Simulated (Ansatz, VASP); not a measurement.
# One calculation of SiC, two programs

INCAR

```
ALGO = Normal
EDIFF = 1E-7
EDIFFG = -0.04
ENCUT = 600
GGA = PE
GGA_COMPAT = F
IBRION = 2
ISIF = 3
ISMEAR = 0
LASPH = T
LCHARG = F
LREAL = F
LWAVE = F
NELM = 120
NELMIN = 4
NSW = 60
PREC = Accurate
SIGMA = 0.1
```

File KPOINTS:

```
k-points
0
Gamma
  6 6 6
```

The input POSCAR:

```
SiC
1.0
    0.0000000000      2.1769970000      2.1769970000
    2.1769970000      0.0000000000      2.1769970000
    2.1769970000      2.1769970000      0.0000000000
Si C
1 1
Direct
    0.2500000000      0.2500000000      0.2500000000
    0.0000000000      0.0000000000      0.0000000000
```

Input for Ansatz:

```yaml
crystal:
  lattice:
    - [0.0, 2.176997, 2.176997]
    - [2.176997, 0.0, 2.176997]
    - [2.176997, 2.176997, 0.0]
  atoms:
    - { symbol: Si, position: [0.25, 0.25, 0.25] }
    - { symbol: C, position: [0.0, 0.0, 0.0] }
basis:
  ecutwfc: 420
kpoints:
  mp_grid: { grid: [6, 6, 6] }
hamiltonian:
  xc: pbe
scf:
  occupations: { method: gaussian, width: 0.1 }
output:
  forces: true
  stress: true
  eigenvalues: true
relax:
  adjacent_minimum: "off"
  f_tol: 0.04
  max_steps: 40
  cell: { stress_tol: 0.4 }
```

Alike in both runs: task relaxation of cell and atoms; functional PBE; k mesh 6 × 6 × 6; occupations gaussian, width 0.1 eV; no spin polarisation.

```csv
,VASP,Ansatz
version,VASP 6.6.1,Ansatz 0.2.0
potentials or method,"VASP PAW PBE potentials, release 64 (Si, C), cutoff 600 eV","scalar-relativistic, plane waves, PAW"
valence electrons in the cell,8,8
```

VASP gave:

```
gap on the k mesh at the Fermi level, each at its own relaxed structure (eV) : 1.36
relaxed volume (Å³/atom)                                                     : 10.49
relaxed cell length with the largest relative difference (Å)                 : 3.096
```

Question: Which values does Ansatz return?

Answer: gap on the k mesh at the Fermi level, each at its own relaxed structure (eV): 1.37; relaxed volume (Å³/atom): 10.50; relaxed cell length with the largest relative difference (Å): 3.097.
